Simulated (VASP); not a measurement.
Wanted: the native input for a VASP 6.6.1 run.

```yaml
Task: single point
Functional: PBE
Potentials_or_basis: VASP PAW PBE potentials, release 64 (W_sv, O)
Cutoff: 520 eV
k_mesh: 10 × 10 × 1
Occupations: gaussian, width 0.1 eV
Spin: no spin polarisation
Dipole_correction: yes
Further_INCAR_settings: ALGO = Normal; EDIFF = 1e-06; NBANDS = 32
```

The structure of W3O lies in POSCAR:

```
W3O
1.0
    2.7571643597      0.0000000000      0.0000000000
   -0.9190547866      2.5994794874      0.0000000000
    0.0000000000      0.0000000000     19.8562161029
W O
3 1
Direct
    0.5000000000      0.5000000000      0.2014482507
    0.0000000000      0.0000000000      0.3111437107
    0.5000000000      0.5000000000      0.4208362792
    0.5000000000      0.5000000000      0.5073048684
```

One way to write it, as run:

INCAR

```
PREC     = Accurate       # precision mode
ENCUT    = 520            # plane-wave cutoff, eV
EDIFF    = 1E-6           # SCF threshold, eV
ISMEAR   = 0              # smearing method
SIGMA    = 0.1            # smearing width, eV
LREAL    = F              # projectors in reciprocal space
LASPH    = T              # aspherical terms in the spheres
NELM     = 100            # most SCF steps
ALGO     = Normal         # electronic algorithm
ISIF     = 2              # what is computed and relaxed
LWAVE    = F              # write WAVECAR
LCHARG   = T              # write CHGCAR
LDIPOL   = T            
IDIPOL   = 3            
DIPOL    = 0.5 0.5 0.360
GGA      = PE             # functional
LELF     = T              # ELF
LVHAR    = T            
LVACPOTAV= T            
NBANDS   = 32             # bands
```

KPOINTS

```
regular mesh
0
Gamma
  10 10 1
```

Potentials or basis: VASP PAW PBE potentials, release 64 (W_sv, O).

Run with:

```bash
$ cat potpaw_PBE.64/W_sv/POTCAR potpaw_PBE.64/O/POTCAR > POTCAR
$ mpirun -np 1 vasp_std > vasp.out
```

Results of the run:

| Property | Result |
| --- | --- |
| Largest force | 2.315 eV/Å |
| Band gap on the k mesh | zero (band 24 reaches 1.25 eV, above the bottom of band 25 at -0.33 eV) |

Caveat: spin-orbit coupling is left out, which moves the levels of the heavy elements.

Run time: 3.8 min on 1 thread of Intel(R) Xeon(R) Platinum 8488C (Sapphire Rapids), on a shared host, peak memory 0.33 GiB.
